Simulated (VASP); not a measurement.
NbC4: single point with PBE

The system is NbC4.

```
CELL_PARAMETERS angstrom
3.55508 0.00000 0.00000
0.00000 3.55508 0.00000
0.00000 0.00000 3.55508
ATOMIC_POSITIONS crystal
Nb 0.00000 0.00000 0.00000
C 0.50000 0.00000 0.00000
C 0.00000 0.50000 0.00000
C 0.00000 0.00000 0.50000
C 0.50000 0.50000 0.50000
```

* Program: VASP 6.6.1
* Task: single point
* Functional: PBE
* Potentials or basis: VASP PAW PBE potentials, release 64 (Nb_sv, C)
* Cutoff: 520 eV
* k mesh: 6 × 6 × 6
* Occupations: gaussian, width 0.1 eV
* Spin: no spin polarisation

```
Pressure : 115.7 GPa
```

Levels at points of the mesh, in eV from the Fermi level:
```
           k point  band 10  band 11  band 12  band 13  band 14  band 15  band 16  band 17  band 18  band 19
(0.00, 0.00, 0.00)    -4.02    -4.02    -0.13    -0.13    -0.13     0.08     0.08     0.08     2.56     2.56
(0.50, 0.00, 0.00)    -5.31    -5.31    -1.52    -1.33    -1.33     0.26     0.34     0.50     0.93     0.93
(0.50, 0.50, 0.00)    -5.19    -4.72    -4.50    -4.50    -2.53    -2.53    -0.80     2.40     2.82     3.03
(0.50, 0.50, 0.50)    -7.54    -7.54    -6.96    -6.96    -3.75     1.39     1.39     1.39     2.91     2.91
```

Wall time 17 s on 1 thread of Intel(R) Xeon(R) 6975P-C (Granite Rapids), on a shared host, peak memory 0.16 GiB.
